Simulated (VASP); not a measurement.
# TiCo: single point with PBE

The system is TiCo.

```
Ti Co
1.0
     2.95170    0.00000    0.00000
     0.00000    2.95170    0.00000
     0.00000    0.00000    2.95170
Ti Co
1 1
Cartesian
  0.0000 0.0000 0.0000
  1.4758 1.4758 1.4758
```

This cell differs from its parent crystal: volume scaled by 0.980.

- Program: VASP 6.6.1
- Task: single point
- Functional: PBE
- Potentials or basis: VASP PAW PBE potentials, release 64 (Ti_sv, Co)
- Cutoff: 520 eV
- k mesh: 16 × 16 × 16
- Occupations: gaussian, width 0.05 eV
- Spin: no spin polarisation
- Dipole correction: no
- Further INCAR settings: ALGO = Normal; EDIFF = 1e-07; NBANDS = 18

The pressure is 3.3 GPa.

Levels at points of the mesh, in eV from the Fermi level:
```
           k point  band 7  band 8  band 9  band 10  band 11  band 12  band 13  band 14
(0.00, 0.00, 0.00)   -3.91   -1.50   -1.50    -1.50     0.81     0.81     2.83     2.83
(0.50, 0.00, 0.00)   -2.44   -1.58   -1.58    -1.07    -0.84     0.16     0.66     0.66
(0.50, 0.50, 0.00)   -2.49   -2.49   -0.60    -0.13     0.71     0.71     1.27     2.68
(0.50, 0.50, 0.50)   -2.49   -2.18   -2.18    -2.18    -0.57    -0.57     3.26     3.26
```

Run time: 3.2 min on 1 thread of AMD EPYC 7R13 (shared host), peak memory 0.17 GiB.

 Spin polarisation is off, so any magnetic state and its effect on volume and gap are missing.
